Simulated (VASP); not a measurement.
# TiH (P6_3/mmc) in VASP: further runs

TiH is run at these levels: LDA; tasks: single point.

Program: VASP 6.6.1. These are calculated values, not measurements. Logs are shortened: lines on timing, memory, paths and dates and some standing lists are left out, and cuts for length are marked.

**1. The cell of the first run**

It takes space group P6_3/mmc (No. 194, hexagonal). Conventional cell: a = 2.574 Å, b = 2.574 Å, c = 4.701 Å, α = 90.00°, β = 90.00°, γ = 120.00°. Within 2.5 Å of Ti (site symmetry -3m) lie 6 H at 1.89 Å and 2 Ti at 2.35 Å. Within 2.5 Å of H (site symmetry -6m2) lie 6 Ti at 1.89 Å.

**2. Single point, LDA**

File INCAR:

```
SYSTEM = TiH
PREC = Accurate
ENCUT = 520
EDIFF = 1E-6
ISMEAR = 1
SIGMA = 0.05
LREAL = .False.
LASPH = .True.
NELM = 80
ALGO = Normal
ISIF = 2
LWAVE = .False.
LCHARG = .False.
NBANDS = 21
```

File KPOINTS:

```
regular mesh
0
Gamma
  7 7 4
  0 0 0
```

File POSCAR:

```
TiH
1.0
    2.5742570511      0.0000000000      0.0000000000
   -1.2871285256      2.2293720022      0.0000000000
    0.0000000000      0.0000000000      4.7007847292
Ti H
2 2
Direct
    0.0000000000      0.0000000000      0.0000000000
    0.0000000000      0.0000000000      0.5000000000
    0.6666666667      0.3333333333      0.7500000000
    0.3333333333      0.6666666667      0.2500000000
```

Potentials or basis: VASP PAW LDA potentials, release 64 (Ti_sv, H).

Started as:

```console
cat potpaw_LDA.64/Ti_sv/POTCAR potpaw_LDA.64/H/POTCAR > POTCAR
mpirun -np 1 vasp_std > vasp.out
```

OUTCAR:

```text
SYSTEM = TiH
   PREC = Accurate
   ENCUT = 520
   EDIFF = 1E-6
   ISMEAR = 1
   LREAL = .False.
   LASPH = .True.
   NELM = 80
   ISIF = 2

 ion  position               nearest neighbor table
   1  0.000  0.000  0.000-   3 1.89   4 1.89   3 1.89   4 1.89   3 1.89   4 1.89   2 2.35   2 2.35

   2  0.000  0.000  0.500-   3 1.89   4 1.89   3 1.89   4 1.89   3 1.89   4 1.89   1 2.35   1 2.35

   3  0.667  0.333  0.750-   1 1.89   2 1.89   1 1.89   2 1.89   1 1.89   2 1.89
   4  0.333  0.667  0.250-   1 1.89   2 1.89   1 1.89   2 1.89   1 1.89   2 1.89

  LATTYP: Found a hexagonal cell.
 ALAT       =     2.5742570511
 C/A-ratio  =     1.8260743336

  Lattice vectors:

 A1 = (   2.5742570511,   0.0000000000,   0.0000000000)
 A2 = (  -1.2871285256,   2.2293720022,   0.0000000000)
 A3 = (   0.0000000000,   0.0000000000,   4.7007847292)

Analysis of symmetry for initial positions (statically):
=====================================================================
 Subroutine PRICEL returns:
 Original cell was already a primitive cell.

 Routine SETGRP: Setting up the symmetry group for a
 hexagonal supercell.

 Subroutine GETGRP returns: Found 24 space group operations
 (whereof 12 operations were pure point group operations)
 out of a pool of 24 trial point group operations.

The static configuration has the point symmetry D_3d.
 The point group associated with its full space group is D_6h.

Analysis of symmetry for dynamics (positions and initial velocities):
=====================================================================
 Subroutine PRICEL returns:
 Original cell was already a primitive cell.

 Routine SETGRP: Setting up the symmetry group for a
 hexagonal supercell.

 Subroutine GETGRP returns: Found 24 space group operations
 (whereof 12 operations were pure point group operations)
 out of a pool of 24 trial point group operations.

The dynamic configuration has the point symmetry D_3d.
 The point group associated with its full space group is D_6h.

 Subroutine INISYM returns: Found 24 space group operations
 (whereof 12 operations are pure point group operations),
 and found     1 'primitive' translations

----------------------------------------------------------------------------------------

                                     Primitive cell

  volume of cell :      26.9777

  direct lattice vectors                    reciprocal lattice vectors
     2.574257051  0.000000000  0.000000000     0.388461595  0.224278406  0.000000000
    -1.287128526  2.229372002  0.000000000     0.000000000  0.448556813  0.000000000
     0.000000000  0.000000000  4.700784729     0.000000000  0.000000000  0.212730439

  length of vectors
     2.574257051  2.574257051  4.700784729     0.448556813  0.448556813  0.212730439

  position of ions in fractional coordinates (direct lattice)
     0.000000000  0.000000000  0.000000000
     0.000000000  0.000000000  0.500000000
     0.666666667  0.333333333  0.750000000
     0.333333333  0.666666667  0.250000000

  ion indices of the primitive-cell ions
   primitive index   ion index
                 1           1
                 2           2
                 3           3
                 4           4

----------------------------------------------------------------------------------------

 KPOINTS: regular mesh

Automatic generation of k-mesh.
 Grid dimensions read from file:
 generate k-points for:    7    7    4

 Generating k-lattice:

  Cartesian coordinates                     Fractional coordinates (reciprocal lattice)
     0.055494514  0.032039772  0.000000000     0.142857143 -0.000000000  0.000000000
     0.000000000  0.064079545  0.000000000     0.000000000  0.142857143  0.000000000
     0.000000000  0.000000000  0.053182610     0.000000000  0.000000000  0.250000000

  Length of vectors
     0.064079545  0.064079545  0.053182610

  Shift w.r.t. Gamma in fractional coordinates (k-lattice)
     0.000000000  0.000000000  0.000000000

 Subroutine IBZKPT returns following result:
 ===========================================

 Found     24 irreducible k-points:

 Following reciprocal coordinates:
            Coordinates               Weight
  0.000000  0.000000  0.000000      1.000000
  0.142857 -0.000000  0.000000      6.000000
  0.285714 -0.000000  0.000000      6.000000
  0.428571 -0.000000  0.000000      6.000000
  0.142857  0.142857  0.000000      6.000000
  0.285714  0.142857  0.000000     12.000000
[... 16 lines left out ...]
  0.428571  0.142857  0.500000      6.000000
  0.285714  0.285714  0.500000      6.000000
   k-points           NKPTS =     24   k-points in BZ     NKDIM =     24   number of bands    NBANDS=     21
   number of dos      NEDOS =    301   number of ions     NIONS =      4
   total plane-waves  NPLWV =  14400
   dimension x,y,z NGX =    20 NGY =   20 NGZ =   36
   dimension x,y,z NGXF=    40 NGYF=   40 NGZF=   72
   ions per type =               2   2
   NGX,Y,Z   is equivalent  to a cutoff of  12.92, 12.92, 12.73 a.u.
   NGXF,Y,Z  is equivalent  to a cutoff of  25.83, 25.83, 25.46 a.u.
 SYSTEM =  TiH
   PREC   = accura    normal or accurate (medium, high low for compatibility)
   ISTART =      0    job   : 0-new  1-cont  2-samecut
   ICHARG =      2    charge: 1-file 2-atom 10-const
   ISPIN  =      1    spin polarized calculation?
   LNONCOLLINEAR =      F non collinear calculations
   LSORBIT =      F    spin-orbit coupling
   LASPH  =      T    aspherical Exc in radial PAW
   ENCUT  =  520.0 eV  38.22 Ry    6.18 a.u.   4.79  4.79  8.74*2*pi/ulx,y,z
   NELM   =     80;   NELMIN=  2; NELMDL= -5     # of ELM steps
   EDIFF  = 0.1E-05   stopping-criterion for ELM
   LREAL  =      F    real-space projection
   EDIFFG = 0.1E-04   stopping-criterion for IOM
   NSW    =      0    number of steps for IOM
   IBRION =     -1    ionic relax: 0-MD 1-quasi-New 2-CG
   NFREE  =      0    steps in history (QN), initial steepest desc. (CG)
   ISIF   =      2    stress and relaxation
   ISYM   =      2    0-nonsym 1-usesym 2-fastsym
   POTIM  = 0.5000    time-step for ionic-motion
   TEBEG  =    0.0;   TEEND  =   0.0 temperature during run
   PSTRESS=    0.0 pullay stress
   NELECT =      26.0000    total number of electrons
   NUPDOWN=      -1.0000    fix difference up-down
   EMIN   =  10.00;   EMAX   =-10.00  energy-range for DOS
   EFERMI =   0.00;   METHOD = LEGACY
   ISMEAR =     1;   SIGMA  =   0.05  broadening in eV -4-tet -1-fermi 0-gaus
   EFERMI_NEDOS =   21; number of points for ismear=-14 and -15
   IALGO  =     38    algorithm
   IMIX   =      4    mixing-type and parameters
     AMIX     =   0.40;   BMIX     =  1.00
     AMIX_MAG =   1.60;   BMIX_MAG =  1.00
  volume/ion in A,a.u.               =       6.74        45.51
  Fermi-wavevector in a.u.,A,eV,Ry     =   1.617078  3.055835 35.578442  2.614942
  Thomas-Fermi vector in A             =   2.711561
   LORBIT       =      0    0 simple, 1 ext, 2 COOP (PROOUT), +10 PAW based schemes
   GGA     = CA    functional components
   LHFCALC =     F    Hartree Fock is set to
   AEXX    =    0.0000 exact exchange contribution
   IVDW    =     0    specifies the selected vdW correction
   LEPSILON=     F    determine dielectric tensor
   LRPA    =     F    only Hartree local field effects (RPA)
 non-spin polarized calculation
 Methfessel and Paxton  Order N= 1 SIGMA  =   0.05
  energy-cutoff  :      520.00
  volume of cell :       26.98
 maximum number of plane-waves:       734
 NGX is ok and might be reduce to    20
   NGX =  9   NGY =  9   NGZ = 17

 number of electron      25.9999988 magnetization

 Free energy of the ion-electron system (eV)
  ---------------------------------------------------
  ext. energy  EPLUGINS =         0.00000000
  ---------------------------------------------------
  free energy    TOTEN  =       -23.96915226 eV

  energy without entropy =      -23.96905325  energy(sigma->0) =      -23.96911926

 E-fermi :  12.1781     XC(G=0): -13.6855

 val. band max:       12.1532956416   @ k =   0.1429   0.1429   0.5000
 cond. band min:      12.5174975067   @ k =   0.2857   0.1429   0.2500
 fundamental gap:      0.3642018651
 Fermi energy:        12.1780830317

 k-point     1 :       0.0000    0.0000    0.0000
  band No.  band energies     occupation
      1     -43.5739      2.00000
      2     -43.1206      2.00000
      3     -21.3974      2.00000
      4     -19.2518      2.00000
      5     -19.2518      2.00000
      6     -19.0167      2.00000
[... 13 lines left out ...]
     20      17.3806      0.00000
     21      22.6560      0.00000

 k-point     2 :       0.1429   -0.0000    0.0000
  band No.  band energies     occupation
      1     -43.5050      2.00000
      2     -43.0587      2.00000
      3     -21.3101      2.00000
      4     -19.6109      2.00000
      5     -19.3249      2.00000
      6     -19.3196      2.00000
[... 13 lines left out ...]
     20      17.2803      0.00000
     21      22.5821      0.00000

 k-point     3 :       0.2857   -0.0000    0.0000
  band No.  band energies     occupation
      1     -43.3464      2.00000
      2     -42.9167      2.00000
      3     -21.1097      2.00000
      4     -20.3752      2.00000
      5     -19.9743      2.00000
      6     -19.4860      2.00000
[... 13 lines left out ...]
     20      17.0637      0.00000
     21      22.2730      0.00000
[... 457 lines left out ...]
 k-point    23 :       0.4286    0.1429    0.5000
  band No.  band energies     occupation
      1     -42.9779      2.00000
      2     -42.9779      2.00000
      3     -20.6962      2.00000
      4     -20.6962      2.00000
      5     -19.8736      2.00000
      6     -19.8736      2.00000
[... 13 lines left out ...]
     20      18.7964      0.00000
     21      21.1978      0.00000

 k-point    24 :       0.2857    0.2857    0.5000
  band No.  band energies     occupation
      1     -42.9626      2.00000
      2     -42.9626      2.00000
      3     -20.4742      2.00000
      4     -20.4742      2.00000
      5     -20.0381      2.00000
      6     -20.0381      2.00000
[... 13 lines left out ...]
     20      19.5286      0.00000
     21      22.3755      0.00000

------------------------ aborting loop because EDIFF is reached ----------------------------------------

  FORCE on cell =-STRESS in cart. coord.  units (eV):
  Direction    XX          YY          ZZ          XY          YZ          ZX
  --------------------------------------------------------------------------------------
  -------------------------------------------------------------------------------------
  Total       10.1002611     10.1002611     10.2316700     -0.0000000      0.0000000      0.0000000
  in kB      599.8440671    599.8440671    607.6483051     -0.0000000      0.0000000      0.0000000
  external PRESSURE =     602.4454798 kB  Pullay stress =       0.0000000 kB

 VOLUME and BASIS-vectors are now :
 -----------------------------------------------------------------------------
  energy-cutoff  :      520.00
  volume of cell :       26.98
      direct lattice vectors                 reciprocal lattice vectors
     2.574257051  0.000000000  0.000000000     0.388461595  0.224278406  0.000000000
    -1.287128526  2.229372002  0.000000000     0.000000000  0.448556813  0.000000000
     0.000000000  0.000000000  4.700784729     0.000000000  0.000000000  0.212730439

 POSITION                                       TOTAL-FORCE (eV/Angst)
 -----------------------------------------------------------------------------------
      0.00000      0.00000      0.00000        -0.000000      0.000000      0.000000
      0.00000      0.00000      2.35039        -0.000000      0.000000      0.000000
      1.28713      0.74312      3.52559         0.000000      0.000000     -0.000000
     -0.00000      1.48625      1.17520         0.000000     -0.000000     -0.000000
 -----------------------------------------------------------------------------------
    total drift:                               -0.000000      0.000000      0.000000

  FREE ENERGIE OF THE ION-ELECTRON SYSTEM (eV)
  ---------------------------------------------------
  free  energy   TOTEN  =       -23.9691522585 eV

  energy  without entropy=      -23.9690532490  energy(sigma->0) =      -23.96911926
```

It took 6.7 s on 1 thread of Intel Xeon 6975P-C (Granite Rapids), shared host; peak memory 0.12 GiB.

Results:

| Item | Value |
| --- | --- |
| Free energy | -23.9692 eV |
| Pressure | 60.2 GPa |
| Band gap on the k mesh | zero (band 13 reaches 13.56 eV, above the bottom of band 14 at 11.61 eV) |

Stress tensor (GPa, compression positive):
```
59.98  0.00  0.00
 0.00 59.98  0.00
 0.00  0.00 60.76
```

Caveat: the k points lie up to 0.40 Å⁻¹ apart.

**3. Single point, LDA**

This run uses another cell than the first one, of 7.19 Å³/atom, 1.067 times its volume.

File INCAR:

```
SYSTEM = TiH
ALGO = Normal
EDIFF = 1E-6
ENCUT = 520
ISIF = 2
ISMEAR = 1
LASPH = .True.
LCHARG = .True.
LELF = .True.
LREAL = .False.
LVHAR = .True.
LWAVE = .False.
NBANDS = 21
NELM = 60
PREC = Accurate
SIGMA = 0.05
```

File KPOINTS:

```
k-points
0
Gamma
  7 7 4
  0 0 0
```

File POSCAR:

```
TiH
1.0
    2.6305183908      0.0000000000      0.0000000000
   -1.3152591954      2.2780957515      0.0000000000
    0.0000000000      0.0000000000      4.8013747560
Ti H
2 2
Direct
    0.0000000000      0.0000000000      0.0000000000
    0.0000000000      0.0000000000      0.5000000000
    0.6666666667      0.3333333333      0.7500000000
    0.3333333333      0.6666666667      0.2500000000
```

Potentials or basis: VASP PAW LDA potentials, release 64 (Ti_sv, H).

Started as:

```console
cat potpaw_LDA.64/Ti_sv/POTCAR potpaw_LDA.64/H/POTCAR > POTCAR
mpirun -np 1 vasp_std > vasp.out
```

Run time: 6.2 s. Hardware: 1 thread of Intel Xeon 6975P-C (Granite Rapids), shared host; peak memory 0.13 GiB.

It converged, with:

```
Free energy            : -24.5290 eV
Pressure               : 40.1 GPa
Band gap on the k mesh : zero (band 13 reaches 12.56 eV, above the bottom of band 14 at 10.81 eV)
```

Stress tensor (GPa, compression positive):
```
40.05  0.00  0.00
 0.00 40.05  0.00
 0.00  0.00 40.24
```

Levels at points of the mesh, in eV from the Fermi level:
```csv
k point,band 11,band 12,band 13,band 14,band 15,band 16
"(0.00, 0.00, 0.00)",-2.67,-2.19,0.52,0.52,1.55,1.55
"(0.00, 0.00, 0.50)",-1.22,-1.22,1.01,1.01,1.01,1.01
```

Caveat: the k points lie up to 0.39 Å⁻¹ apart.
